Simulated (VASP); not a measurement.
Here is a VASP 6.6.1 calculation.

INCAR

```
PREC = Accurate
ENCUT = 520
EDIFF = 1E-6
ISMEAR = -1
SIGMA = 0.05
LREAL = F
LASPH = T
NELM = 150
ALGO = Normal
ISIF = 2
LWAVE = F
LCHARG = F
ISPIN = 2
MAGMOM = 0 0 4 1 0 0 0 0 0 0
LORBIT = 11
LMAXMIX = 6
GGA = PE
IVDW = 12
NBANDS = 56
```

File KPOINTS:

```
Automatic mesh
0
Gamma
  5 5 5
```

The input POSCAR:

```
NaLaMnMoO6
1.0
    0.0000000000      3.8625900000      3.8625900000
    3.8625900000      0.0000000000      3.8625900000
    3.8625900000      3.8625900000      0.0000000000
Na La Mn Mo O
1 1 1 1 6
Direct
    0.2500000000      0.2500000000      0.2500000000
    0.7500000000      0.7500000000      0.7500000000
    0.5000000000      0.5000000000      0.5000000000
    0.0000000000      0.0000000000      0.0000000000
    0.7466200000      0.2533800000      0.2533800000
    0.2533800000      0.2533800000      0.7466200000
    0.2533800000      0.7466200000      0.2533800000
    0.7466200000      0.2533800000      0.7466200000
    0.7466200000      0.7466200000      0.2533800000
    0.2533800000      0.7466200000      0.7466200000
```

Potentials or basis: VASP PAW PBE potentials, release 64 (Na_pv, La, Mn_pv, Mo_sv, O).

The run is started by

```sh
$ cat potpaw_PBE.64/Na_pv/POTCAR potpaw_PBE.64/La/POTCAR potpaw_PBE.64/Mn_pv/POTCAR potpaw_PBE.64/Mo_sv/POTCAR potpaw_PBE.64/O/POTCAR > POTCAR
$ mpirun -np 1 vasp_std > vasp.out
```

Problem. What does it give for the site moments?

Solution. Na -0.00; La +0.04; Mn -1.99; Mo +0.76; O -0.01 μB.

Problem. Predict the pressure.

Solution. -2.8 GPa.

Problem. What does it give for the dispersion energy per atom?

Solution. -0.232 eV.

Problem. Estimate the largest force.

Solution. 0.066 eV/Å.

Forces on the atoms (eV/Å):
```
Na   0.000  0.000  0.000
La   0.000  0.000  0.000
Mn   0.000  0.000  0.000
Mo   0.000  0.000  0.000
O   -0.066  0.000  0.000
O    0.000  0.000 -0.066
O    0.000 -0.066  0.000
O    0.000  0.066  0.000
O    0.000  0.000  0.066
O    0.066  0.000  0.000
```

Caveat: three body term missing; a cell with one magnetic atom can't hold antiferromagnetic order, which such compounds often take.
